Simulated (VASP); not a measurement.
# AlGa3N4 (R3m) in VASP: a series of runs

Runs on AlGa3N4. Level: LDA. Tasks: single point.

Program: VASP 6.6.1. These are calculated values, not measurements. Logs are shortened: lines on timing, memory, paths and dates and some standing lists are left out, and cuts for length are marked.

## 1. The cell of the first run

The structure is trigonal, space group R3m (No. 160). The conventional cell has a = 6.372 Å, b = 6.372 Å, c = 6.809 Å, α = 90.00°, β = 90.00°, γ = 120.00°. Al (site symmetry 3m) has 4 N at 1.67 to 1.89 Å within 2.2 Å. Within 2.3 Å of Ga (site symmetry m) lie 4 N at 1.71 to 1.94 Å. Within 2.3 Å of N (site symmetry m) lie 3 Ga at 1.71 to 1.94 Å and 1 Al at 1.89 Å. Within 2.2 Å of N (site symmetry 3m) lie 1 Al at 1.67 Å and 3 Ga at 1.93 Å.

## 2. Single point, LDA (9.98 Å³/atom)

Contents of INCAR:

```
PREC = Accurate
ENCUT = 520
EDIFF = 1E-7
ISMEAR = 0
SIGMA = 0.05
LREAL = F
LASPH = T
NELM = 100
ALGO = Normal
ISIF = 2
LWAVE = F
LCHARG = T
GGA = CA
LELF = T
LVHAR = T
NBANDS = 41
```

Contents of KPOINTS:

```
regular mesh
0
Gamma
  6 6 6
```

Contents of POSCAR:

```
AlGa3N4
1.0
    4.3142031030     -0.1916489054     -0.1916489054
   -0.1916489054      4.3142031030     -0.1916489054
   -0.1916489054     -0.1916489054      4.3142031030
Al Ga N
1 3 4
Direct
    0.0000000000      0.0000000000      0.0000000000
    0.5000000000      0.5000000000      0.0000000000
    0.5000000000      0.0000000000      0.5000000000
    0.0000000000      0.5000000000      0.5000000000
    0.7548078379      0.7548078379      0.2451921621
    0.7548078379      0.2451921621      0.7548078379
    0.2451921621      0.7548078379      0.7548078379
    0.2451921621      0.2451921621      0.2451921621
```

Potentials or basis: VASP PAW LDA potentials, release 64 (Al, Ga_d, N).

The run is started by

```console
cat potpaw_LDA.64/Al/POTCAR potpaw_LDA.64/Ga_d/POTCAR potpaw_LDA.64/N/POTCAR > POTCAR
mpirun -np 1 vasp_std > vasp.out
```

OUTCAR:

```text
PREC = Accurate
   ENCUT = 520
   EDIFF = 1E-7
   ISMEAR = 0
   LREAL = F
   LASPH = T
   NELM = 100
   ISIF = 2
   GGA = CA

 ion  position               nearest neighbor table
   1  0.000  0.000  0.000-   8 1.67   6 1.89   7 1.89   5 1.89   3 2.92   4 2.92   2 2.92   4 2.92
                             3 2.92   2 2.92
   2  0.500  0.500  0.000-   5 1.71   8 1.93   7 1.94   6 1.94   1 2.92   1 2.92
   3  0.500  0.000  0.500-   6 1.71   8 1.93   7 1.94   5 1.94   1 2.92   1 2.92
   4  0.000  0.500  0.500-   7 1.71   8 1.93   5 1.94   6 1.94   1 2.92   1 2.92
   5  0.755  0.755  0.245-   2 1.71   1 1.89   3 1.94   4 1.94
   6  0.755  0.245  0.755-   3 1.71   1 1.89   2 1.94   4 1.94
   7  0.245  0.755  0.755-   4 1.71   1 1.89   3 1.94   2 1.94
   8  0.245  0.245  0.245-   1 1.67   2 1.93   3 1.93   4 1.93

  LATTYP: Found a trigonal (rhomboedric) cell.
 ALAT       =     4.3227082969
 COS(alpha) =    -0.0865306647

  Lattice vectors:

 A1 = (   4.3142031030,  -0.1916489054,  -0.1916489054)
 A2 = (  -0.1916489054,   4.3142031030,  -0.1916489054)
 A3 = (  -0.1916489054,  -0.1916489054,   4.3142031030)

Analysis of symmetry for initial positions (statically):
=====================================================================
 Subroutine PRICEL returns:
 Original cell was already a primitive cell.

 Routine SETGRP: Setting up the symmetry group for a
 trigonal (rhombohedral) supercell.

 Subroutine GETGRP returns: Found  6 space group operations
 (whereof  6 operations were pure point group operations)
 out of a pool of 12 trial point group operations.

The static configuration has the point symmetry C_3v.

Analysis of symmetry for dynamics (positions and initial velocities):
=====================================================================
 Subroutine PRICEL returns:
 Original cell was already a primitive cell.

 Routine SETGRP: Setting up the symmetry group for a
 trigonal (rhombohedral) supercell.

 Subroutine GETGRP returns: Found  6 space group operations
 (whereof  6 operations were pure point group operations)
 out of a pool of 12 trial point group operations.

The dynamic configuration has the point symmetry C_3v.

 Subroutine INISYM returns: Found  6 space group operations
 (whereof  6 operations are pure point group operations),
 and found     1 'primitive' translations

----------------------------------------------------------------------------------------

                                     Primitive cell

  volume of cell :      79.8080

  direct lattice vectors                    reciprocal lattice vectors
     4.314203103 -0.191648905 -0.191648905     0.232753848  0.010820239  0.010820239
    -0.191648905  4.314203103 -0.191648905     0.010820239  0.232753848  0.010820239
    -0.191648905 -0.191648905  4.314203103     0.010820239  0.010820239  0.232753848

  length of vectors
     4.322708297  4.322708297  4.322708297     0.233256316  0.233256316  0.233256316

  position of ions in fractional coordinates (direct lattice)
     0.000000000  0.000000000  0.000000000
     0.500000000  0.500000000  0.000000000
     0.500000000  1.000000000  0.500000000
     1.000000000  0.500000000  0.500000000
     0.754807838  0.754807838  0.245192162
     0.754807838  0.245192162  0.754807838
     0.245192162  0.754807838  0.754807838
     0.245192162  0.245192162  0.245192162

  ion indices of the primitive-cell ions
   primitive index   ion index
                 1           1
                 2           2
                 3           3
                 4           4
                 5           5
                 6           6
                 7           7
                 8           8

----------------------------------------------------------------------------------------

 KPOINTS: regular mesh

Automatic generation of k-mesh.
 Grid dimensions read from file:
 generate k-points for:    6    6    6

 Generating k-lattice:

  Cartesian coordinates                     Fractional coordinates (reciprocal lattice)
     0.038792308  0.001803373  0.001803373     0.166666667  0.000000000  0.000000000
     0.001803373  0.038792308  0.001803373     0.000000000  0.166666667  0.000000000
     0.001803373  0.001803373  0.038792308     0.000000000  0.000000000  0.166666667

  Length of vectors
     0.038876053  0.038876053  0.038876053

  Shift w.r.t. Gamma in fractional coordinates (k-lattice)
     0.000000000  0.000000000  0.000000000

 Subroutine IBZKPT returns following result:
 ===========================================

 Found     32 irreducible k-points:

 Following reciprocal coordinates:
            Coordinates               Weight
  0.000000  0.000000  0.000000      1.000000
  0.166667 -0.000000  0.000000      6.000000
  0.333333 -0.000000 -0.000000      6.000000
  0.500000 -0.000000  0.000000      3.000000
  0.166667  0.166667  0.000000      6.000000
  0.333333  0.166667  0.000000     12.000000
[... 16 lines left out ...]
[... 31 lines left out ...]
   PSTRESS=    0.0 pullay stress
   NELECT =      62.0000    total number of electrons
   NUPDOWN=      -1.0000    fix difference up-down
   EMIN   =  10.00;   EMAX   =-10.00  energy-range for DOS
   EFERMI =   0.00;   METHOD = LEGACY
   ISMEAR =     0;   SIGMA  =   0.05  broadening in eV -4-tet -1-fermi 0-gaus
   EFERMI_NEDOS =   21; number of points for ismear=-14 and -15
   IALGO  =     38    algorithm
   IMIX   =      4    mixing-type and parameters
     AMIX     =   0.40;   BMIX     =  1.00
     AMIX_MAG =   1.60;   BMIX_MAG =  1.00
  volume/ion in A,a.u.               =       9.98        67.32
  Fermi-wavevector in a.u.,A,eV,Ry     =   1.504954  2.843951 30.815656  2.264887
  Thomas-Fermi vector in A             =   2.615866
   LORBIT       =      0    0 simple, 1 ext, 2 COOP (PROOUT), +10 PAW based schemes
   GGA     = CA    functional components
   LHFCALC =     F    Hartree Fock is set to
   AEXX    =    0.0000 exact exchange contribution
   IVDW    =     0    specifies the selected vdW correction
   LEPSILON=     F    determine dielectric tensor
   LRPA    =     F    only Hartree local field effects (RPA)
 non-spin polarized calculation
 Gauss-broadening in eV      SIGMA  =   0.05
  energy-cutoff  :      520.00
  volume of cell :       79.81
 maximum number of plane-waves:      2174
   NGX = 17   NGY = 17   NGZ = 17

 number of electron      62.0000009 magnetization

 Free energy of the ion-electron system (eV)
  ---------------------------------------------------
  ext. energy  EPLUGINS =         0.00000000
  ---------------------------------------------------
  free energy    TOTEN  =       -55.86541971 eV

  energy without entropy =      -55.86541971  energy(sigma->0) =      -55.86541971

 E-fermi :   7.0277     XC(G=0): -12.5098

 val. band max:        6.7325417251   @ k =   0.0000   0.0000   0.0000
 cond. band min:       9.2069714663   @ k =   0.0000   0.0000   0.0000
 fundamental gap:      2.4744297412
 Fermi energy:         7.0276795244

 k-point     1 :       0.0000    0.0000    0.0000
  band No.  band energies     occupation
      1     -10.1696      2.00000
      2      -8.6742      2.00000
      3      -8.6742      2.00000
      4      -8.2829      2.00000
      5      -7.0156      2.00000
      6      -6.9873      2.00000
[... 33 lines left out ...]
     40      16.7505      0.00000
     41      18.8906      0.00000

 k-point     2 :       0.1667   -0.0000    0.0000
  band No.  band energies     occupation
      1     -10.0384      2.00000
      2      -8.7094      2.00000
      3      -8.6782      2.00000
      4      -8.2980      2.00000
      5      -7.0044      2.00000
      6      -6.9720      2.00000
[... 33 lines left out ...]
     40      17.0904      0.00000
     41      18.6798      0.00000

 k-point     3 :       0.3333   -0.0000   -0.0000
  band No.  band energies     occupation
      1      -9.6830      2.00000
      2      -8.8593      2.00000
      3      -8.6864      2.00000
      4      -8.3331      2.00000
      5      -6.9723      2.00000
      6      -6.9374      2.00000
[... 875 lines left out ...]
      2      -8.9791      2.00000
      3      -8.8672      2.00000
      4      -8.4069      2.00000
      5      -6.9779      2.00000
      6      -6.9243      2.00000
[... 33 lines left out ...]
     40      17.0152      0.00000
     41      17.2939      0.00000

 k-point    24 :      -0.3333    0.5000    0.1667
  band No.  band energies     occupation
      1      -9.1106      2.00000
      2      -8.9799      2.00000
      3      -8.8273      2.00000
      4      -8.3846      2.00000
      5      -6.9932      2.00000
      6      -6.9256      2.00000
[... 33 lines left out ...]
     40      17.0223      0.00000
     41      17.4139      0.00000

 [... further k-points ...]
[... 5 lines left out ...]
  --------------------------------------------------------------------------------------
  -------------------------------------------------------------------------------------
  Total       14.4203962     14.4203962     14.4203962     14.2762581     14.2762581     14.2762581
  in kB      289.4951879    289.4951879    289.4951879    286.6015564    286.6015564    286.6015564
  external PRESSURE =     289.4951879 kB  Pullay stress =       0.0000000 kB

 VOLUME and BASIS-vectors are now :
 -----------------------------------------------------------------------------
  energy-cutoff  :      520.00
  volume of cell :       79.81
      direct lattice vectors                 reciprocal lattice vectors
     4.314203103 -0.191648905 -0.191648905     0.232753848  0.010820239  0.010820239
    -0.191648905  4.314203103 -0.191648905     0.010820239  0.232753848  0.010820239
    -0.191648905 -0.191648905  4.314203103     0.010820239  0.010820239  0.232753848

 POSITION                                       TOTAL-FORCE (eV/Angst)
 -----------------------------------------------------------------------------------
      0.00000      0.00000      0.00000        -2.043494     -2.043494     -2.043494
      2.06128      2.06128     -0.19165        -2.149214     -2.149214     -1.987118
      2.06128     -0.19165      2.06128        -2.149214     -1.987118     -2.149214
     -0.19165      2.06128      2.06128        -1.987118     -2.149214     -2.149214
      3.06475      3.06475      0.76849         2.152916      2.152916      1.907274
      3.06475      0.76849      3.06475         2.152916      1.907274      2.152916
      0.76849      3.06475      3.06475         1.907274      2.152916      2.152916
      0.96383      0.96383      0.96383         2.115933      2.115933      2.115933
 -----------------------------------------------------------------------------------
    total drift:                                0.000039      0.000039      0.000039

  FREE ENERGIE OF THE ION-ELECTRON SYSTEM (eV)
  ---------------------------------------------------
  free  energy   TOTEN  =       -55.8654197098 eV

  energy  without entropy=      -55.8654197098  energy(sigma->0) =      -55.86541971
```

Wall time 71 s (1 thread of Intel Xeon Platinum 8488C (Sapphire Rapids), shared host); peak memory 0.2 GiB.

What came out:

```yaml
Free_energy: -55.8654 eV
Pressure: 28.9 GPa
Largest_force: 3.665 eV/Å
Band_gap_on_the_k_mesh: 2.47 eV
```

Forces on the atoms (eV/Å):
```
Al  -2.043 -2.043 -2.043
Ga  -2.149 -2.149 -1.987
Ga  -2.149 -1.987 -2.149
Ga  -1.987 -2.149 -2.149
N    2.153  2.153  1.907
N    2.153  1.907  2.153
N    1.907  2.153  2.153
N    2.116  2.116  2.116
```

Levels at points of the mesh, in eV from the valence-band top:
```tsv
k point	band 28	band 29	band 30	band 31	band 32	band 33	band 34	band 35
(0.00, 0.00, 0.00)	-2.32	-0.46	-0.46	0.00	2.47	2.86	2.86	2.88
(0.50, 0.00, 0.00)	-2.46	-2.12	-1.49	-1.14	4.72	4.79	5.78	5.82
(0.50, 0.50, 0.00)	-1.59	-1.54	-1.02	-0.77	6.31	6.58	7.01	7.20
(0.50, 0.50, 0.50)	-1.07	-0.82	-0.75	-0.75	4.46	5.65	5.65	6.78
```

Caveat: the cell stands under pressure; forces of over 1 eV/Å act on the atoms, so gaps and moduli don't describe the material at rest.

## 3. Single point, LDA (10.41 Å³/atom)

This run uses another cell than the first one, of 10.41 Å³/atom.

Contents of INCAR:

```
SYSTEM = AlGa3N4
PREC = Accurate
ENCUT = 520
EDIFF = 1E-7
ISMEAR = 0
SIGMA = 0.05
LREAL = .FALSE.
LASPH = .TRUE.
NELM = 60
ALGO = Normal
ISIF = 2
LWAVE = .FALSE.
LCHARG = .TRUE.
LELF = .TRUE.
LVHAR = .TRUE.
NBANDS = 41
```

Contents of KPOINTS:

```
regular mesh
0
G
  6 6 6
  0 0 0
```

Edit POSCAR of step 2 so:

```diff
@@ -2,5 +2,5 @@
 1.0
-    4.3142031030     -0.1916489054     -0.1916489054
-   -0.1916489054      4.3142031030     -0.1916489054
-   -0.1916489054     -0.1916489054      4.3142031030
+    4.3709503792     -0.1305433172     -0.1305433172
+   -0.1305433172      4.3709503792     -0.1305433172
+   -0.1305433172     -0.1305433172      4.3709503792
 Al Ga N
```

Potentials or basis: VASP PAW LDA potentials, release 64 (Al, Ga_d, N).

The run is started by

```console
cat potpaw_LDA.64/Al/POTCAR potpaw_LDA.64/Ga_d/POTCAR potpaw_LDA.64/N/POTCAR > POTCAR
mpirun -np 1 vasp_std > vasp.out
```

Run time: 1.7 min. Hardware: 1 thread of Intel Xeon Platinum 8488C (Sapphire Rapids), shared host; peak memory 0.22 GiB.

Results (log left out):

```yaml
Free_energy: -57.3357 eV
Pressure: 13.1 GPa
Largest_force: 1.799 eV/Å
Band_gap_on_the_k_mesh: 2.46 eV
```

Forces in eV/Å, atoms in the order of the input:
```
Al  -0.997 -0.997 -0.997
Ga  -1.046 -1.046 -0.965
Ga  -1.046 -0.965 -1.046
Ga  -0.965 -1.046 -1.046
N    1.052  1.052  0.910
N    1.052  0.910  1.052
N    0.910  1.052  1.052
N    1.039  1.039  1.039
```

Stress tensor (GPa, compression positive):
```
13.13 16.13 16.13
16.13 13.13 16.13
16.13 16.13 13.13
```

Levels at points of the mesh, in eV from the valence-band top:
```tsv
k point	band 27	band 28	band 29	band 30	band 31	band 32	band 33	band 34	band 35	band 36
(0.00, 0.00, 0.00)	-2.44	-2.41	-0.32	-0.32	0.00	2.46	3.06	3.07	3.07	6.79
(0.50, 0.00, 0.00)	-3.04	-2.13	-1.81	-1.52	-1.19	4.79	4.87	5.93	5.96	7.98
(0.50, 0.50, 0.00)	-3.28	-1.38	-1.34	-1.03	-0.78	6.49	6.66	7.02	7.29	7.36
(0.50, 0.50, 0.50)	-1.03	-1.03	-0.81	-0.77	-0.77	4.58	5.39	5.39	6.52	8.86
```

Caveat: the cell stands under pressure; forces of over 1 eV/Å act on the atoms, so gaps and moduli don't describe the material at rest.

## 4. Single point, LDA (10.41 Å³/atom)

This run uses another cell than the first one, of 10.41 Å³/atom.

Contents of INCAR:

```
PREC = Accurate
ENCUT = 520
EDIFF = 1E-6
ISMEAR = 0
SIGMA = 0.05
LREAL = F
LASPH = T
NELM = 100
ALGO = Normal
ISIF = 2
LWAVE = F
LCHARG = T
LELF = T
LVHAR = T
NBANDS = 41
```

Contents of KPOINTS:

```
regular mesh
0
Gamma
  6 6 6
```

Edit POSCAR of step 3 so:

```diff
@@ -2,5 +2,5 @@
 1.0
-    4.3709503792     -0.1305433172     -0.1305433172
-   -0.1305433172      4.3709503792     -0.1305433172
-   -0.1305433172     -0.1305433172      4.3709503792
+    4.3833806539      0.2734475492      0.2734475492
+    0.2734475492      4.3833806539      0.2734475492
+    0.2734475492      0.2734475492      4.3833806539
 Al Ga N
```

The run is started by

```console
cat potpaw_LDA.64/Al/POTCAR potpaw_LDA.64/Ga_d/POTCAR potpaw_LDA.64/N/POTCAR > POTCAR
mpirun -np 1 vasp_std > vasp.out
```

It took 99 s on 1 thread of Intel Xeon Platinum 8488C (Sapphire Rapids), shared host; peak memory 0.22 GiB.

Results (log left out):

```
Free energy            : -55.5607 eV
Pressure               : 19.7 GPa
Largest force          : 1.531 eV/Å
Band gap on the k mesh : 1.33 eV
```

Forces in eV/Å, atoms in the order of the input:
```
Al   0.710  0.710  0.710
Ga   0.711  0.711  0.749
Ga   0.711  0.749  0.711
Ga   0.749  0.711  0.711
N   -0.647 -0.647 -0.703
N   -0.647 -0.703 -0.647
N   -0.703 -0.647 -0.647
N   -0.884 -0.884 -0.884
```

Stress tensor (GPa, compression positive):
```
 19.73 -25.23 -25.23
-25.23  19.73 -25.23
-25.23 -25.23  19.73
```

Levels at points of the mesh, in eV from the valence-band top:
```tsv
k point	band 29	band 30	band 31	band 32	band 33	band 34
(0.00, 0.00, 0.00)	-1.17	0.00	0.00	1.33	2.57	2.57
(0.50, 0.00, 0.00)	-2.30	-1.35	-0.99	4.02	4.10	5.35
(0.50, 0.50, 0.00)	-1.58	-0.99	-0.74	5.48	5.65	5.98
(0.50, 0.50, 0.50)	-1.15	-0.36	-0.36	4.12	4.12	4.93
```

Caveat: the cell stands under pressure; forces of over 1 eV/Å act on the atoms, so gaps and moduli don't describe the material at rest.

## 5. Single point, LDA (10.41 Å³/atom)

This run uses another cell than the first one, of 10.41 Å³/atom.

Contents of INCAR:

```
SYSTEM = AlGa3N4
PREC = Accurate
ENCUT = 520
EDIFF = 1E-6
ISMEAR = 0
SIGMA = 0.05
LREAL = .FALSE.
LASPH = .TRUE.
NELM = 100
ALGO = Normal
ISIF = 2
LWAVE = .FALSE.
LCHARG = .FALSE.
NBANDS = 41
```

Contents of KPOINTS:

```
regular mesh
0
G
  6 6 6
  0 0 0
```

Edit POSCAR of step 4 so:

```diff
@@ -2,5 +2,5 @@
 1.0
-    4.3833806539      0.2734475492      0.2734475492
-    0.2734475492      4.3833806539      0.2734475492
-    0.2734475492      0.2734475492      4.3833806539
+    4.3710325032      0.1345780369      0.1345780369
+    0.1345780369      4.3710325032      0.1345780369
+    0.1345780369      0.1345780369      4.3710325032
 Al Ga N
```

The run is started by

```console
cat potpaw_LDA.64/Al/POTCAR potpaw_LDA.64/Ga_d/POTCAR potpaw_LDA.64/N/POTCAR > POTCAR
mpirun -np 1 vasp_std > vasp.out
```

Wall time 87 s (1 thread of Intel Xeon Platinum 8488C (Sapphire Rapids), shared host); peak memory 0.22 GiB.

The run converged. Its results:

- Free energy: -57.4139 eV
- Pressure: 12.8 GPa
- Largest force: 1.060 eV/Å
- Band gap on the k mesh: 2.41 eV

Forces in eV/Å, atoms in the order of the input:
```
Al   0.511  0.511  0.511
Ga   0.528  0.528  0.517
Ga   0.528  0.517  0.528
Ga   0.517  0.528  0.528
N   -0.481 -0.481 -0.509
N   -0.481 -0.509 -0.481
N   -0.509 -0.481 -0.481
N   -0.612 -0.612 -0.612
```

Stress tensor (GPa, compression positive):
```
 12.77 -13.65 -13.65
-13.65  12.77 -13.65
-13.65 -13.65  12.77
```

Levels at points of the mesh, in eV from the valence-band top:
```tsv
k point	band 27	band 28	band 29	band 30	band 31	band 32	band 33	band 34	band 35	band 36
(0.00, 0.00, 0.00)	-2.44	-2.44	-0.50	0.00	0.00	2.41	3.08	3.08	3.22	6.80
(0.50, 0.00, 0.00)	-3.00	-2.08	-1.78	-1.46	-1.12	4.81	4.85	5.95	6.07	8.08
(0.50, 0.50, 0.00)	-3.34	-1.31	-1.29	-0.99	-0.74	6.62	6.67	6.85	7.18	7.59
(0.50, 0.50, 0.50)	-1.15	-1.15	-0.96	-0.57	-0.57	4.89	4.89	5.50	6.73	8.82
```

Caveat: the cell stands under pressure; forces of over 1 eV/Å act on the atoms, so gaps and moduli don't describe the material at rest.

## 6. The runs side by side

| cell | gap on the mesh (eV) | pressure (GPa) | largest force (eV/Å) |
| --- | --- | --- | --- |
| a = 4.323 Å, angles 95.0°, 8 atoms | 2.47 | 28.9 | 3.66 |
| a = 4.375 Å, angles 93.4°, 8 atoms | 2.46 | 13.1 | 1.80 |
| a = 4.400 Å, angles 82.7°, 8 atoms | 1.33 | 19.7 | 1.53 |
| a = 4.375 Å, angles 86.4°, 8 atoms | 2.41 | 12.8 | 1.06 |

Alike in all rows: task single point; level LDA; potentials or basis VASP PAW LDA potentials, release 64 (Al, Ga_d, N); no spin polarisation; k mesh 6 × 6 × 6; cutoff (eV) 520; smearing gaussian 0.05 eV.

Caveats: the cell stands under pressure; forces of over 1 eV/Å act on the atoms, so gaps and moduli don't describe the material at rest.

Total energies depend on the potentials used, so only differences within one code and one set of settings carry meaning.
